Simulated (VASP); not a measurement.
Input of a VASP 6.6.1 run:

The input INCAR:

```
SYSTEM = Ag
PREC = Accurate ; ENCUT = 520
EDIFF = 1E-7 ; ISMEAR = -1
SIGMA = 0.03 ; LREAL = .False.
LASPH = .True. ; NELM = 80
ALGO = Normal ; ISIF = 2
LWAVE = .False. ; LCHARG = .True.
GGA = PS ; LELF = .True.
LVHAR = .True. ; NBANDS = 12
```

Contents of KPOINTS:

```
regular mesh
0
Gamma
  15 15 15
  0 0 0
```

Contents of POSCAR:

```
Ag
1.0
    0.0000000000      2.0362668386      2.0362668386
    2.0362668386      0.0000000000      2.0362668386
    2.0362668386      2.0362668386      0.0000000000
Ag
1
Direct
    0.0000000000      0.0000000000      0.0000000000
```

Potentials or basis: VASP PAW PBE potentials, release 64 (Ag).

Launch:

```sh
$ cat potpaw_PBE.64/Ag/POTCAR > POTCAR
$ mpirun -np 1 vasp_std > vasp.out
```

Task: Estimate the pressure.

Result: -1.9 GPa.

Caveat: the PAW data sets were made with another functional, which shifts forces and pressure a little.
